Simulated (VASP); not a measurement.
# BeZn2TeS2 (P6/mmm) in VASP: a series of runs

The runs below take BeZn2TeS2 through single point, with PBE.

Everything below comes from runs of VASP 6.6.1. Logs are shortened: lines on timing, memory, paths and dates and some standing lists are left out, and cuts for length are marked.

## 1. The cell of the first run

Symmetry: P6/mmm, No. 191, hexagonal system. The conventional cell has a = 4.764 Å, b = 4.764 Å, c = 5.418 Å, α = 90.00°, β = 90.00°, γ = 120.00°. Be (site symmetry 6/mmm) has 2 Te at 2.71 Å and 6 Zn at 2.75 Å within 3.6 Å. Zn (site symmetry -6m2) has 2 S at 2.71 Å and 3 Zn at 2.75 Å and 3 Be at 2.75 Å within 3.6 Å. Within 3.6 Å of Te (site symmetry 6/mmm) lie 2 Be at 2.71 Å and 6 S at 2.75 Å. S (site symmetry -6m2) has 2 Zn at 2.71 Å and 3 S at 2.75 Å and 3 Te at 2.75 Å within 3.6 Å.

## 2. Single point, PBE

The input, INCAR:

```
ALGO = Normal
EDIFF = 1E-7
ENCUT = 520
GGA = PE
ISIF = 2
ISMEAR = 0
LASPH = T
LCHARG = T
LELF = T
LREAL = F
LVHAR = T
LWAVE = F
NBANDS = 31
NELM = 60
PREC = Accurate
SIGMA = 0.1
```

The input, KPOINTS:

```
k-points
0
Gamma
  6 6 4
```

The input, POSCAR:

```
BeZn2TeS2
1.0
    4.7641025757      0.0000000000      0.0000000000
   -2.3820512879      4.1258338568      0.0000000000
    0.0000000000      0.0000000000      5.4175284707
Be Zn Te S
1 2 1 2
Direct
    0.0000000000      0.0000000000      0.5000000000
    0.3333333333      0.6666666667      0.5000000000
    0.6666666667      0.3333333333      0.5000000000
    0.0000000000      0.0000000000      0.0000000000
    0.3333333333      0.6666666667      0.0000000000
    0.6666666667      0.3333333333      0.0000000000
```

Potentials or basis: VASP PAW PBE potentials, release 64 (Be, Zn, Te, S).

Started as:

```sh
$ cat potpaw_PBE.64/Be/POTCAR potpaw_PBE.64/Zn/POTCAR potpaw_PBE.64/Te/POTCAR potpaw_PBE.64/S/POTCAR > POTCAR
$ mpirun -np 1 vasp_std > vasp.out
```

OUTCAR:

```text
EDIFF = 1E-7
   ENCUT = 520
   GGA = PE
   ISIF = 2
   ISMEAR = 0
   LASPH = T
   LREAL = F
   NELM = 60
   PREC = Accurate

 ion  position               nearest neighbor table
   1  0.000  0.000  0.500-   4 2.71   4 2.71
   2  0.333  0.667  0.500-   5 2.71   5 2.71   3 2.75   3 2.75   3 2.75
   3  0.667  0.333  0.500-   6 2.71   6 2.71   2 2.75   2 2.75   2 2.75
   4  0.000  0.000  0.000-   1 2.71   1 2.71   6 2.75   5 2.75   6 2.75   5 2.75   6 2.75   5 2.75

   5  0.333  0.667  0.000-   2 2.71   2 2.71   6 2.75   6 2.75   4 2.75   4 2.75   4 2.75   6 2.75

   6  0.667  0.333  0.000-   3 2.71   3 2.71   5 2.75   5 2.75   4 2.75   4 2.75   4 2.75   5 2.75

  LATTYP: Found a hexagonal cell.
 ALAT       =     4.7641025757
 C/A-ratio  =     1.1371561348

  Lattice vectors:

 A1 = (   4.7641025757,   0.0000000000,   0.0000000000)
 A2 = (  -2.3820512879,   4.1258338568,   0.0000000000)
 A3 = (   0.0000000000,   0.0000000000,   5.4175284707)

Analysis of symmetry for initial positions (statically):
=====================================================================
 Subroutine PRICEL returns:
 Original cell was already a primitive cell.

 Routine SETGRP: Setting up the symmetry group for a
 hexagonal supercell.

 Subroutine GETGRP returns: Found 24 space group operations
 (whereof 24 operations were pure point group operations)
 out of a pool of 24 trial point group operations.

The static configuration has the point symmetry D_6h.

Analysis of symmetry for dynamics (positions and initial velocities):
=====================================================================
 Subroutine PRICEL returns:
 Original cell was already a primitive cell.

 Routine SETGRP: Setting up the symmetry group for a
 hexagonal supercell.

 Subroutine GETGRP returns: Found 24 space group operations
 (whereof 24 operations were pure point group operations)
 out of a pool of 24 trial point group operations.

The dynamic configuration has the point symmetry D_6h.

 Subroutine INISYM returns: Found 24 space group operations
 (whereof 24 operations are pure point group operations),
 and found     1 'primitive' translations

----------------------------------------------------------------------------------------

                                     Primitive cell

  volume of cell :     106.4864

  direct lattice vectors                    reciprocal lattice vectors
     4.764102576  0.000000000  0.000000000     0.209903121  0.121187623  0.000000000
    -2.382051288  4.125833857  0.000000000     0.000000000  0.242375247  0.000000000
     0.000000000  0.000000000  5.417528471     0.000000000  0.000000000  0.184586017

  length of vectors
     4.764102576  4.764102576  5.417528471     0.242375247  0.242375247  0.184586017

  position of ions in fractional coordinates (direct lattice)
     0.000000000  0.000000000  0.500000000
     0.333333333  0.666666667  0.500000000
     0.666666667  0.333333333  0.500000000
     0.000000000  0.000000000  0.000000000
     0.333333333  0.666666667  0.000000000
     0.666666667  0.333333333  0.000000000

  ion indices of the primitive-cell ions
   primitive index   ion index
                 1           1
                 2           2
                 3           3
                 4           4
                 5           5
                 6           6

----------------------------------------------------------------------------------------

 KPOINTS: k-points

Automatic generation of k-mesh.
 Grid dimensions read from file:
 generate k-points for:    6    6    4

 Generating k-lattice:

  Cartesian coordinates                     Fractional coordinates (reciprocal lattice)
     0.034983854  0.020197937  0.000000000     0.166666667 -0.000000000  0.000000000
     0.000000000  0.040395874  0.000000000     0.000000000  0.166666667  0.000000000
     0.000000000  0.000000000  0.046146504     0.000000000  0.000000000  0.250000000

  Length of vectors
     0.040395874  0.040395874  0.046146504

  Shift w.r.t. Gamma in fractional coordinates (k-lattice)
     0.000000000  0.000000000  0.000000000

 Subroutine IBZKPT returns following result:
 ===========================================

 Found     21 irreducible k-points:

 Following reciprocal coordinates:
            Coordinates               Weight
  0.000000  0.000000  0.000000      1.000000
  0.166667  0.000000  0.000000      6.000000
  0.333333  0.000000  0.000000      6.000000
  0.500000  0.000000  0.000000      3.000000
  0.166667  0.166667  0.000000      6.000000
  0.333333  0.166667  0.000000     12.000000
[... 13 lines left out ...]
  0.333333  0.166667  0.500000     12.000000
  0.333333  0.333333  0.500000      2.000000
   k-points           NKPTS =     21   k-points in BZ     NKDIM =     21   number of bands    NBANDS=     31
   number of dos      NEDOS =    301   number of ions     NIONS =      6
   total plane-waves  NPLWV =  51840
   dimension x,y,z NGX =    36 NGY =   36 NGZ =   40
   dimension x,y,z NGXF=    72 NGYF=   72 NGZF=   80
   ions per type =               1   2   1   2
   NGX,Y,Z   is equivalent  to a cutoff of  12.56, 12.56, 12.27 a.u.
   NGXF,Y,Z  is equivalent  to a cutoff of  25.12, 25.12, 24.55 a.u.
 SYSTEM =  unknown system
   PREC   = accura    normal or accurate (medium, high low for compatibility)
   ISTART =      0    job   : 0-new  1-cont  2-samecut
   ICHARG =      2    charge: 1-file 2-atom 10-const
   ISPIN  =      1    spin polarized calculation?
   LNONCOLLINEAR =      F non collinear calculations
   LSORBIT =      F    spin-orbit coupling
   LASPH  =      T    aspherical Exc in radial PAW
   ENCUT  =  520.0 eV  38.22 Ry    6.18 a.u.   8.86  8.86 10.07*2*pi/ulx,y,z
   NELM   =     60;   NELMIN=  2; NELMDL= -5     # of ELM steps
   EDIFF  = 0.1E-06   stopping-criterion for ELM
   LREAL  =      F    real-space projection
   EDIFFG = 0.1E-05   stopping-criterion for IOM
   NSW    =      0    number of steps for IOM
   IBRION =     -1    ionic relax: 0-MD 1-quasi-New 2-CG
   NFREE  =      0    steps in history (QN), initial steepest desc. (CG)
   ISIF   =      2    stress and relaxation
   ISYM   =      2    0-nonsym 1-usesym 2-fastsym
   POTIM  = 0.5000    time-step for ionic-motion
   TEBEG  =    0.0;   TEEND  =   0.0 temperature during run
   PSTRESS=    0.0 pullay stress
   NELECT =      44.0000    total number of electrons
   NUPDOWN=      -1.0000    fix difference up-down
   EMIN   =  10.00;   EMAX   =-10.00  energy-range for DOS
   EFERMI =   0.00;   METHOD = LEGACY
   ISMEAR =     0;   SIGMA  =   0.10  broadening in eV -4-tet -1-fermi 0-gaus
   EFERMI_NEDOS =   21; number of points for ismear=-14 and -15
   IALGO  =     38    algorithm
   IMIX   =      4    mixing-type and parameters
     AMIX     =   0.40;   BMIX     =  1.00
     AMIX_MAG =   1.60;   BMIX_MAG =  1.00
  volume/ion in A,a.u.               =      17.75       119.77
  Fermi-wavevector in a.u.,A,eV,Ry     =   1.219348  2.304234 20.229276  1.486810
  Thomas-Fermi vector in A             =   2.354603
   LORBIT       =      0    0 simple, 1 ext, 2 COOP (PROOUT), +10 PAW based schemes
   GGA     = PE    functional components
   LHFCALC =     F    Hartree Fock is set to
   AEXX    =    0.0000 exact exchange contribution
   IVDW    =     0    specifies the selected vdW correction
   LEPSILON=     F    determine dielectric tensor
   LRPA    =     F    only Hartree local field effects (RPA)
 non-spin polarized calculation
 Gauss-broadening in eV      SIGMA  =   0.10
  energy-cutoff  :      520.00
  volume of cell :      106.49
 maximum number of plane-waves:      2898
 NGX is ok and might be reduce to    36
   NGX = 17   NGY = 17   NGZ = 21

 number of electron      43.9999973 magnetization

 Free energy of the ion-electron system (eV)
  ---------------------------------------------------
  ext. energy  EPLUGINS =         0.00000000
  ---------------------------------------------------
  free energy    TOTEN  =       -15.17920596 eV

  energy without entropy =      -15.15035281  energy(sigma->0) =      -15.16477938

 E-fermi :   5.3930     XC(G=0): -10.4961

 val. band max:        5.3830532196   @ k =   0.3333   0.1667   0.0000
 cond. band min:       5.4008855983   @ k =   0.3333   0.3333   0.5000
 fundamental gap:      0.0178323788
 Fermi energy:         5.3930475573

 k-point     1 :       0.0000    0.0000    0.0000
  band No.  band energies     occupation
      1     -10.2970      2.00000
      2      -5.7483      2.00000
      3      -4.1007      2.00000
      4      -1.6389      2.00000
      5      -1.3489      2.00000
      6      -1.3489      2.00000
[... 23 lines left out ...]
     30      11.4809      0.00000
     31      11.4809      0.00000

 k-point     2 :       0.1667    0.0000    0.0000
  band No.  band energies     occupation
      1     -10.0783      2.00000
      2      -6.0897      2.00000
      3      -4.7115      2.00000
      4      -1.6418      2.00000
      5      -1.4399      2.00000
      6      -1.4323      2.00000
[... 23 lines left out ...]
     30      10.9485      0.00000
     31      11.1326      0.00000

 k-point     3 :       0.3333    0.0000    0.0000
  band No.  band energies     occupation
      1      -9.4343      2.00000
      2      -7.0920      2.00000
      3      -5.5227      2.00000
      4      -1.5739      2.00000
      5      -1.5145      2.00000
      6      -1.4841      2.00000
[... 23 lines left out ...]
     30      11.8554      0.00000
     31      12.9340      0.00000

 k-point     4 :       0.5000    0.0000    0.0000
  band No.  band energies     occupation
      1      -8.5626      2.00000
      2      -8.1997      2.00000
      3      -5.7664      2.00000
      4      -1.7105      2.00000
      5      -1.5799      2.00000
      6      -1.5163      2.00000
[... 23 lines left out ...]
     30      12.8857      0.00000
     31      13.4216      0.00000

 k-point     5 :       0.1667    0.1667    0.0000
  band No.  band energies     occupation
      1      -9.6466      2.00000
      2      -6.6345      2.00000
      3      -5.6166      2.00000
      4      -1.5933      2.00000
      5      -1.5118      2.00000
      6      -1.4534      2.00000
[... 23 lines left out ...]
     30      12.1627      0.00000
     31      12.5169      0.00000
[... 440 lines left out ...]
     30      12.2271      0.00000
     31      12.4457      0.00000

 k-point    19 :       0.1667    0.1667    0.5000
  band No.  band energies     occupation
      1      -9.5888      2.00000
      2      -6.5647      2.00000
      3      -5.5701      2.00000
      4      -1.9821      2.00000
      5      -1.5802      2.00000
      6      -1.5226      2.00000
[... 23 lines left out ...]
     30      11.5851      0.00000
     31      11.8053      0.00000

 k-point    20 :       0.3333    0.1667    0.5000
  band No.  band energies     occupation
      1      -8.7613      2.00000
      2      -7.5627      2.00000
      3      -6.2889      2.00000
      4      -1.6722      2.00000
      5      -1.4931      2.00000
      6      -1.4775      2.00000
[... 23 lines left out ...]
     30      10.7620      0.00000
     31      12.4504      0.00000

 k-point    21 :       0.3333    0.3333    0.5000
  band No.  band energies     occupation
      1      -7.9453      2.00000
      2      -7.9453      2.00000
      3      -7.1429      2.00000
      4      -1.7100      2.00000
      5      -1.4624      2.00000
      6      -1.4624      2.00000
[... 23 lines left out ...]
     30      10.0722      0.00000
     31      10.6213      0.00000

------------------------ aborting loop because EDIFF is reached ----------------------------------------

  FORCE on cell =-STRESS in cart. coord.  units (eV):
  Direction    XX          YY          ZZ          XY          YZ          ZX
  --------------------------------------------------------------------------------------
  -------------------------------------------------------------------------------------
  Total        0.1072542      0.1072542     -0.1162284     -0.0000000     -0.0000000      0.0000000
  in kB        1.6137303      1.6137303     -1.7487540     -0.0000000     -0.0000000      0.0000000
  external PRESSURE =       0.4929022 kB  Pullay stress =       0.0000000 kB

 VOLUME and BASIS-vectors are now :
 -----------------------------------------------------------------------------
  energy-cutoff  :      520.00
  volume of cell :      106.49
      direct lattice vectors                 reciprocal lattice vectors
     4.764102576  0.000000000  0.000000000     0.209903121  0.121187623  0.000000000
    -2.382051288  4.125833857  0.000000000     0.000000000  0.242375247  0.000000000
     0.000000000  0.000000000  5.417528471     0.000000000  0.000000000  0.184586017

 POSITION                                       TOTAL-FORCE (eV/Angst)
 -----------------------------------------------------------------------------------
      0.00000      0.00000      2.70876         0.000000      0.000000      0.000000
     -0.00000      2.75056      2.70876         0.000000      0.000000      0.000000
      2.38205      1.37528      2.70876        -0.000000      0.000000      0.000000
      0.00000      0.00000      0.00000         0.000000      0.000000      0.000000
     -0.00000      2.75056      0.00000        -0.000000      0.000000      0.000000
      2.38205      1.37528      0.00000         0.000000     -0.000000     -0.000000
 -----------------------------------------------------------------------------------
    total drift:                                0.000000      0.000000     -0.000000

  FREE ENERGIE OF THE ION-ELECTRON SYSTEM (eV)
  ---------------------------------------------------
  free  energy   TOTEN  =       -15.1792059618 eV

  energy  without entropy=      -15.1503528069  energy(sigma->0) =      -15.16477938
```

Run time: 50 s. Hardware: 1 thread of Intel Xeon Platinum 8488C (Sapphire Rapids), shared host; peak memory 0.26 GiB.

Results:

```yaml
Free_energy: -15.1792 eV
Pressure: 0.0 GPa
Band_gap_on_the_k_mesh: zero (band 22 reaches 7.38 eV, above the bottom of band 23 at 4.63 eV)
```

Levels at points of the mesh, in eV from the Fermi level:
| k point | band 20 | band 21 | band 22 | band 23 | band 24 | band 25 |
| --- | --- | --- | --- | --- | --- | --- |
| (0.00, 0.00, 0.00) | -1.73 | -1.40 | 1.98 | 1.98 | 2.81 | 2.81 |
| (0.50, 0.00, 0.00) | -2.01 | -1.79 | -0.22 | -0.22 | 1.37 | 1.44 |
| (0.00, 0.00, 0.50) | -1.61 | -1.14 | 0.91 | 1.24 | 1.24 | 1.83 |
| (0.50, 0.00, 0.50) | -1.02 | -0.17 | -0.15 | 0.48 | 1.38 | 1.72 |

Caveat: spin-orbit coupling is left out, which moves the levels of the heavy elements.

## 3. Single point, PBE

This run uses another cell than the first one, of 23.80 Å³/atom, 1.341 times its volume.

The input, INCAR:

```
SYSTEM = BeZn2TeS2
PREC     = Accurate       ! precision mode
ENCUT    = 520            ! plane-wave cutoff, eV
EDIFF    = 1E-6           ! SCF threshold, eV
ISMEAR   = 0              ! smearing method
SIGMA    = 0.1            ! smearing width, eV
LREAL    = .FALSE.        ! projectors in reciprocal space
LASPH    = .TRUE.         ! aspherical terms in the spheres
NELM     = 100            ! most SCF steps
ALGO     = Normal         ! electronic algorithm
ISIF     = 2              ! what is computed and relaxed
LWAVE    = .FALSE.        ! write WAVECAR
LCHARG   = .FALSE.        ! write CHGCAR
GGA      = PE             ! functional
NBANDS   = 31             ! bands
```

The input, KPOINTS:

```
regular mesh
0
G
  6 6 4
  0 0 0
```

The input, POSCAR:

```
BeZn2TeS2
1.0
    4.7692780400      0.0000000000      0.0000000000
   -2.3846390200      4.1303159400      0.0000000000
    0.0000000000      0.0000000000      7.2486193400
Be Zn Te S
1 2 1 2
Direct
    0.0000000000      0.0000000000      0.5000000000
    0.3333333300      0.6666666700      0.5000000000
    0.6666666700      0.3333333300      0.5000000000
    0.0000000000      0.0000000000      0.0000000000
    0.3333333300      0.6666666700      0.0000000000
    0.6666666700      0.3333333300      0.0000000000
```

Potentials or basis: VASP PAW PBE potentials, release 64 (Be, Zn, Te, S).

Started as:

```sh
$ cat potpaw_PBE.64/Be/POTCAR potpaw_PBE.64/Zn/POTCAR potpaw_PBE.64/Te/POTCAR potpaw_PBE.64/S/POTCAR > POTCAR
$ mpirun -np 1 vasp_std > vasp.out
```

It took 77 s on 1 thread of Intel Xeon Platinum 8488C (Sapphire Rapids), shared host; peak memory 0.3 GiB.

The run converged. Its results:

- Free energy: -13.8263 eV
- Pressure: -4.2 GPa
- Band gap on the k mesh: zero (band 22 reaches 4.41 eV, above the bottom of band 23 at 2.10 eV)

Stress tensor (GPa, compression positive):
```
-3.45  0.00  0.00
 0.00 -3.45  0.00
 0.00  0.00 -5.76
```

Levels at points of the mesh, in eV from the Fermi level:
```
           k point  band 18  band 19  band 20  band 21  band 22  band 23  band 24  band 25  band 26  band 27
(0.00, 0.00, 0.00)    -4.45    -4.45    -0.33     0.26     1.70     1.89     1.89     2.60     2.60     2.93
(0.50, 0.00, 0.00)    -2.66    -1.52    -1.25    -0.68    -0.35     0.24     1.13     1.94     2.28     3.45
(0.00, 0.00, 0.50)    -4.44    -3.56    -0.38    -0.13     0.35     1.82     1.82     2.51     2.51     3.25
(0.50, 0.00, 0.50)    -1.75    -1.53    -1.25    -0.81    -0.42     0.24     1.70     1.91     1.93     2.11
```

Caveat: spin-orbit coupling is left out, which moves the levels of the heavy elements.
